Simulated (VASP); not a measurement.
KBr: single point with LDA

The system is KBr.

```
K Br
1.0
     0.00000    3.18755    3.18755
     3.18755    0.00000    3.18755
     3.18755    3.18755    0.00000
K Br
1 1
Direct
  0.99843 0.99843 0.99843
  0.50000 0.50000 0.50000
```

This cell differs from its parent crystal: atom 1 moved by [-0.01, -0.01, -0.01] A.

```
Program                : VASP 6.6.1
Task                   : single point
Functional             : LDA
Potentials or basis    : VASP PAW LDA potentials, release 64 (K_sv, Br)
Cutoff                 : 520 eV
k mesh                 : 6 × 6 × 6
Occupations            : gaussian, width 0.01 eV
Spin                   : no spin polarisation
Dipole correction      : no
Further INCAR settings : ALGO = Normal; EDIFF = 1e-06; NBANDS = 15
```

```yaml
Pressure: 0.1 GPa
Largest_force: 0.029 eV/Å
Band_gap_on_the_k_mesh: 4.32 eV, direct
```

Forces on the atoms (eV/Å):
```
K    0.017  0.017  0.017
Br  -0.017 -0.017 -0.017
```

Levels at points of the mesh, in eV from the valence-band top:
| k point | band 4 | band 5 | band 6 | band 7 | band 8 | band 9 | band 10 | band 11 | band 12 | band 13 |
| --- | --- | --- | --- | --- | --- | --- | --- | --- | --- | --- |
| (0.00, 0.00, 0.00) | -10.94 | -10.94 | 0.00 | 0.00 | 0.00 | 4.32 | 7.34 | 7.34 | 7.34 | 8.29 |
| (0.50, 0.00, 0.00) | -10.95 | -10.64 | -1.48 | -0.45 | -0.45 | 6.46 | 8.30 | 9.78 | 9.79 | 10.16 |
| (0.50, 0.50, 0.50) | -10.95 | -10.64 | -1.48 | -0.45 | -0.45 | 6.46 | 8.30 | 9.79 | 9.79 | 10.16 |
| (0.50, 0.50, 0.00) | -11.00 | -11.00 | -0.96 | -0.33 | -0.33 | 5.41 | 7.25 | 9.35 | 9.72 | 9.86 |

Wall time 12 s on 1 thread of Intel(R) Xeon(R) Platinum 8559C (Emerald Rapids), on a shared host, peak memory 0.18 GiB.

Caveat: the cell differs from its parent crystal (atom 1 moved by [-0.01, -0.01, -0.01] A).
